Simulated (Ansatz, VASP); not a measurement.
LuH2: VASP beside Ansatz

The input INCAR:

```
SYSTEM = LuH2
PREC = Accurate ; ENCUT = 520
EDIFF = 1E-8 ; ISMEAR = -1
SIGMA = 0.02 ; LREAL = .False.
LASPH = .True. ; NELM = 120
ALGO = Normal ; ISIF = 2
LWAVE = .False. ; LCHARG = .False.
GGA = CA ; LEFG = .True.
NBANDS = 20 ; GGA_COMPAT = .False.
```

File KPOINTS:

```
regular mesh
0
Gamma
  8 8 8
  0 0 0
```

File POSCAR:

```
LuH2
1.0
    0.0000000000      2.4996102294      2.4996102294
    2.4996102294      0.0000000000      2.4996102294
    2.4996102294      2.4996102294      0.0000000000
Lu H
1 2
Direct
    0.0000000000      0.0000000000      0.0000000000
    0.2500000000      0.2500000000      0.2500000000
    0.7500000000      0.7500000000      0.7500000000
```

Input for Ansatz:

```yaml
crystal:
  lattice:
    - [0.0, 2.4996102294, 2.4996102294]
    - [2.4996102294, 0.0, 2.4996102294]
    - [2.4996102294, 2.4996102294, 0.0]
  atoms:
    - { symbol: Lu, position: [0.0, 0.0, 0.0] }
    - { symbol: H, position: [0.25, 0.25, 0.25] }
    - { symbol: H, position: [0.75, 0.75, 0.75] }
kpoints:
  mp_grid: { grid: [8, 8, 8] }
scf:
  occupations: { method: fermi_dirac, width: 0.02 }
hamiltonian:
  xc: lda
  pseudopotentials: { kind: all_electron, datasets: crystal }
output:
  forces: true
  stress: true
  eigenvalues: true
  efg: { contact_densities: true }
```

Change from the starting cell: volume scaled by 0.98, crystal datasets.

Alike in both runs: task electric field gradients; functional LDA; k mesh 8 × 8 × 8; occupations fermi-dirac, width 0.02 eV; no spin polarisation.

|  | VASP | Ansatz |
| --- | --- | --- |
| version | VASP 6.6.1 | Ansatz 0.2.0 |
| potentials or method | VASP PAW PBE potentials, release 64 (Lu, H), cutoff 520 eV | all-electron PAW with datasets made for the crystal, scalar-relativistic |

```csv
,VASP,Ansatz,Ansatz less VASP
pressure (GPa),-4.5,-5.1,-0.58
```

VASP's potentials were made for PBE, not for LDA. LDA's correlation is that of Perdew and Zunger in VASP and of Perdew and Wang (1992) in Ansatz. Ansatz ran all-electron here, and VASP with PAW potentials.

Spin-orbit coupling is off throughout.
